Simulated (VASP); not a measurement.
# BaZrO3 (Pm-3m) in VASP: notebook, part 2 of 2

VASP 6.6.1.

## Step 3: Single point, r2SCAN

This run uses another cell than the first one, of 14.14 Å³/atom, 1.021 times its volume.

File POSCAR:

```
BaZrO3
1.0
    4.1346933262      0.0000000000      0.0000000000
    0.0000000000      4.1346933262      0.0000000000
    0.0000000000      0.0000000000      4.1346933262
Ba Zr O
1 1 3
Direct
    0.0000000000      0.0000000000      0.0000000000
    0.5000000000      0.5000000000      0.5000000000
    0.5000000000      0.5000000000      0.0000000000
    0.5000000000      0.0000000000      0.5000000000
    0.0000000000      0.5000000000      0.5000000000
```

File INCAR.step1:

```
SYSTEM = BaZrO3
ALGO     = Normal         ! electronic algorithm
EDIFF    = 1E-4           ! SCF threshold, eV
ENCUT    = 520            ! plane-wave cutoff, eV
GGA      = PE             ! functional
ISMEAR   = -1             ! smearing method
LASPH    = .True.         ! aspherical terms in the spheres
LCHARG   = .False.        ! write CHGCAR
LREAL    = .False.        ! projectors in reciprocal space
LWAVE    = .True.         ! write WAVECAR
NBANDS   = 28             ! bands
NELM     = 100            ! most SCF steps
PREC     = Accurate       ! precision mode
SIGMA    = 0.05           ! smearing width, eV
```

File INCAR.step2:

```
SYSTEM = BaZrO3
ALGO     = Normal         ! electronic algorithm
EDIFF    = 1E-6           ! SCF threshold, eV
ENCUT    = 520            ! plane-wave cutoff, eV
ISIF     = 2              ! what is computed and relaxed
ISMEAR   = -1             ! smearing method
ISTART   = 1            
LASPH    = .True.         ! aspherical terms in the spheres
LCHARG   = .False.        ! write CHGCAR
LMIXTAU  = .True.       
LREAL    = .False.        ! projectors in reciprocal space
LWAVE    = .False.        ! write WAVECAR
METAGGA  = R2SCAN         ! meta-GGA
NBANDS   = 28             ! bands
NELM     = 100            ! most SCF steps
PREC     = Accurate       ! precision mode
SIGMA    = 0.05           ! smearing width, eV
```

File KPOINTS:

```
k-points
0
Gamma
  6 6 6
  0 0 0
```

Potentials or basis: VASP PAW PBE potentials, release 64 (Ba_sv, Zr_sv, O).

Command:

```sh
$ cat potpaw_PBE.64/Ba_sv/POTCAR potpaw_PBE.64/Zr_sv/POTCAR potpaw_PBE.64/O/POTCAR > POTCAR
$ cp INCAR.step1 INCAR
$ mpirun -np 1 vasp_std > vasp.out
$ cp INCAR.step2 INCAR
$ mpirun -np 1 vasp_std > vasp.out
```

Run time: 98 s. Hardware: 1 thread of Intel Xeon Platinum 8488C (Sapphire Rapids), shared host; peak memory 0.2 GiB.

The run converged. Its results:

```yaml
Free_energy: -84.9742 eV
Pressure: 10.5 GPa
Band_gap_on_the_k_mesh: 3.80 eV, indirect (least direct gap 3.99 eV)
```

Levels at points of the mesh, in eV from the valence-band top:
```tsv
k point	band 16	band 17	band 18	band 19	band 20	band 21	band 22	band 23	band 24	band 25
(0.00, 0.00, 0.00)	-1.08	-1.08	-0.19	-0.19	-0.19	3.80	3.80	3.80	5.23	5.23
(0.50, 0.00, 0.00)	-1.80	-1.79	-1.79	-0.41	-0.41	4.28	6.51	6.51	7.13	7.52
(0.50, 0.50, 0.00)	-2.52	-0.94	-0.94	-0.71	-0.08	6.48	6.48	7.24	7.40	8.61
(0.50, 0.50, 0.50)	-2.57	-2.57	0.00	0.00	0.00	6.79	6.79	6.79	7.93	7.93
```

Caveat: the PAW data sets were made with another functional, which shifts forces and pressure a little; spin-orbit coupling is left out, which moves the levels of the heavy elements.

## Step 4: Single point, r2SCAN

This run uses another cell than the first one, of 14.43 Å³/atom, 1.043 times its volume.

POSCAR, as its differences from that of step 3:

```diff
@@ -2,5 +2,5 @@
 1.0
-    4.1346933262      0.0000000000      0.0000000000
-    0.0000000000      4.1346933262      0.0000000000
-    0.0000000000      0.0000000000      4.1346933262
+    4.1632093537      0.0000000000      0.0000000000
+    0.0000000000      4.1632093537      0.0000000000
+    0.0000000000      0.0000000000      4.1632093537
 Ba Zr O
```

File INCAR.step1:

```
SYSTEM = BaZrO3
ALGO = Normal ; EDIFF = 1E-4
ENCUT = 520 ; GGA = PE
ISMEAR = -1 ; LASPH = .TRUE.
LCHARG = .FALSE. ; LREAL = .FALSE.
LWAVE = .TRUE. ; NBANDS = 28
NELM = 100 ; PREC = Accurate
SIGMA = 0.05
```

File INCAR.step2:

```
SYSTEM = BaZrO3
ALGO = Normal ; EDIFF = 1E-6
ENCUT = 520 ; ISIF = 2
ISMEAR = -1 ; ISTART = 1
LASPH = .TRUE. ; LCHARG = .FALSE.
LMIXTAU = .TRUE. ; LREAL = .FALSE.
LWAVE = .FALSE. ; METAGGA = R2SCAN
NBANDS = 28 ; NELM = 100
PREC = Accurate ; SIGMA = 0.05
```

File KPOINTS:

```
k-points
0
G
  6 6 6
  0 0 0
```

Command:

```sh
$ cat potpaw_PBE.64/Ba_sv/POTCAR potpaw_PBE.64/Zr_sv/POTCAR potpaw_PBE.64/O/POTCAR > POTCAR
$ cp INCAR.step1 INCAR
$ mpirun -np 1 vasp_std > vasp.out
$ cp INCAR.step2 INCAR
$ mpirun -np 1 vasp_std > vasp.out
```

Run time: 90 s. Hardware: 1 thread of Intel Xeon Platinum 8488C (Sapphire Rapids), shared host; peak memory 0.21 GiB.

The run converged. Its results:

```
Free energy            : -85.0533 eV
Pressure               : 6.4 GPa
Band gap on the k mesh : 3.75 eV, indirect (least direct gap 3.97 eV)
```

Levels at points of the mesh, in eV from the valence-band top:
```tsv
k point	band 16	band 17	band 18	band 19	band 20	band 21	band 22	band 23	band 24	band 25
(0.00, 0.00, 0.00)	-1.04	-1.04	-0.22	-0.22	-0.22	3.75	3.75	3.75	5.20	5.20
(0.50, 0.00, 0.00)	-1.76	-1.76	-1.74	-0.45	-0.45	4.21	6.37	6.37	7.05	7.41
(0.50, 0.50, 0.00)	-2.45	-0.94	-0.94	-0.77	-0.08	6.33	6.33	7.11	7.27	8.45
(0.50, 0.50, 0.50)	-2.57	-2.57	0.00	0.00	0.00	6.71	6.71	6.71	7.73	7.73
```

Caveat: the PAW data sets were made with another functional, which shifts forces and pressure a little; spin-orbit coupling is left out, which moves the levels of the heavy elements.

## Step 5: Single point, r2SCAN

This run uses another cell than the first one, of 14.73 Å³/atom, 1.064 times its volume.

POSCAR, as its differences from that of step 4:

```diff
@@ -2,5 +2,5 @@
 1.0
-    4.1632093537      0.0000000000      0.0000000000
-    0.0000000000      4.1632093537      0.0000000000
-    0.0000000000      0.0000000000      4.1632093537
+    4.1913400000      0.0000000000      0.0000000000
+    0.0000000000      4.1913400000      0.0000000000
+    0.0000000000      0.0000000000      4.1913400000
 Ba Zr O
```

File INCAR.step1:

```
ALGO = Normal ; EDIFF = 1E-4
ENCUT = 520 ; GGA = PE
ISMEAR = -1 ; LASPH = T
LCHARG = F ; LREAL = F
LWAVE = T ; NBANDS = 28
NELM = 100 ; PREC = Accurate
SIGMA = 0.05
```

File INCAR.step2:

```
ALGO = Normal ; EDIFF = 1E-6
ENCUT = 520 ; ISIF = 2
ISMEAR = -1 ; ISTART = 1
LASPH = T ; LCHARG = F
LMIXTAU = T ; LREAL = F
LWAVE = F ; METAGGA = R2SCAN
NBANDS = 28 ; NELM = 100
PREC = Accurate ; SIGMA = 0.05
```

File KPOINTS:

```
k-points
0
Gamma
  6 6 6
```

Potentials or basis: VASP PAW PBE potentials, release 64 (Ba_sv, Zr_sv, O).

Command:

```sh
$ cat potpaw_PBE.64/Ba_sv/POTCAR potpaw_PBE.64/Zr_sv/POTCAR potpaw_PBE.64/O/POTCAR > POTCAR
$ cp INCAR.step1 INCAR
$ mpirun -np 1 vasp_std > vasp.out
$ cp INCAR.step2 INCAR
$ mpirun -np 1 vasp_std > vasp.out
```

OUTCAR:

```text
EDIFF = 1E-6
   ENCUT = 520
   ISIF = 2
   ISMEAR = -1
   ISTART = 1
   LASPH = T
   LREAL = F
   METAGGA = R2SCAN
   NELM = 100
   PREC = Accurate

 ion  position               nearest neighbor table
   1  0.000  0.000  0.000-   3 2.96   4 2.96   5 2.96   4 2.96   5 2.96   3 2.96   5 2.96   5 2.96
                             3 2.96   4 2.96   4 2.96   3 2.96   2 3.63   2 3.63   2 3.63   2 3.63
   2  0.500  0.500  0.500-   3 2.10   4 2.10   5 2.10   3 2.10   4 2.10   5 2.10   1 3.63   1 3.63
                             1 3.63   1 3.63   1 3.63   1 3.63   1 3.63   1 3.63
   3  0.500  0.500  0.000-   2 2.10   2 2.10   1 2.96   1 2.96   1 2.96   1 2.96
   4  0.500  0.000  0.500-   2 2.10   2 2.10   1 2.96   1 2.96   1 2.96   1 2.96
   5  0.000  0.500  0.500-   2 2.10   2 2.10   1 2.96   1 2.96   1 2.96   1 2.96

  LATTYP: Found a simple cubic cell.
 ALAT       =     4.1913400000

  Lattice vectors:

 A1 = (   4.1913400000,   0.0000000000,   0.0000000000)
 A2 = (   0.0000000000,   4.1913400000,   0.0000000000)
 A3 = (   0.0000000000,   0.0000000000,   4.1913400000)

Analysis of symmetry for initial positions (statically):
[... 177 lines left out ...]
 cond. band min:       7.1877961180   @ k =   0.0000   0.0000   0.0000
 fundamental gap:      3.7030477953
 Fermi energy:         4.7227105348

 k-point     1 :       0.0000    0.0000    0.0000
  band No.  band energies     occupation
      1     -45.0246      2.00000
      2     -22.5127      2.00000
      3     -22.4680      2.00000
      4     -22.4680      2.00000
      5     -22.4680      2.00000
      6     -13.8577      2.00000
[... 609 lines left out ...]
     27      13.2291      0.00000
     28      13.2291      0.00000

------------------------ aborting loop because EDIFF is reached ----------------------------------------

  FORCE on cell =-STRESS in cart. coord.  units (eV):
  Direction    XX          YY          ZZ          XY          YZ          ZX
  --------------------------------------------------------------------------------------
  -------------------------------------------------------------------------------------
  Total        1.2437326      1.2437326      1.2437326      0.0000000      0.0000000     -0.0000000
  in kB       27.0631871     27.0631871     27.0631871      0.0000000      0.0000000     -0.0000000
  external PRESSURE =      27.0631871 kB  Pullay stress =       0.0000000 kB

 VOLUME and BASIS-vectors are now :
 -----------------------------------------------------------------------------
  energy-cutoff  :      520.00
  volume of cell :       73.63
      direct lattice vectors                 reciprocal lattice vectors
     4.191340000  0.000000000  0.000000000     0.238587182  0.000000000  0.000000000
     0.000000000  4.191340000  0.000000000     0.000000000  0.238587182  0.000000000
     0.000000000  0.000000000  4.191340000     0.000000000  0.000000000  0.238587182

 POSITION                                       TOTAL-FORCE (eV/Angst)
 -----------------------------------------------------------------------------------
      0.00000      0.00000      0.00000         0.000000      0.000000      0.000000
      2.09567      2.09567      2.09567         0.000000      0.000000      0.000000
      2.09567      2.09567      0.00000         0.000000      0.000000      0.000000
      2.09567      0.00000      2.09567         0.000000      0.000000      0.000000
      0.00000      2.09567      2.09567         0.000000      0.000000      0.000000
 -----------------------------------------------------------------------------------
    total drift:                                0.000000     -0.000000     -0.000000

  FREE ENERGIE OF THE ION-ELECTRON SYSTEM (eV)
  ---------------------------------------------------
  free  energy   TOTEN  =       -85.0963715318 eV

  energy  without entropy=      -85.0963715318  energy(sigma->0) =      -85.09637153
```

Wall time 84 s (1 thread of Intel Xeon Platinum 8488C (Sapphire Rapids), shared host); peak memory 0.21 GiB.

What came out:

```yaml
Free_energy: -85.0964 eV
Pressure: 2.7 GPa
Band_gap_on_the_k_mesh: 3.70 eV, indirect (least direct gap 3.95 eV)
```

Caveat: the PAW data sets were made with another functional, which shifts forces and pressure a little; spin-orbit coupling is left out, which moves the levels of the heavy elements. A k mesh can miss the band edges.

## Step 6: Overview

```csv
cell,gap on the mesh (eV),pressure (GPa)
"a = 4.106 Å, 5 atoms",3.85,15.1
"a = 4.135 Å, 5 atoms",3.80,10.5
"a = 4.163 Å, 5 atoms",3.75,6.4
"a = 4.191 Å, 5 atoms",3.70,2.7
```

Alike in all rows: task single point; level r2SCAN; potentials or basis VASP PAW PBE potentials, release 64 (Ba_sv, Zr_sv, O); no spin polarisation; k mesh 6 × 6 × 6; cutoff (eV) 520; smearing fermi-dirac 0.05 eV.

Caveats: the PAW data sets were made with another functional, which shifts forces and pressure a little; spin-orbit coupling is left out, which moves the levels of the heavy elements.

Absolute energies hang on the potentials; compare differences alone.
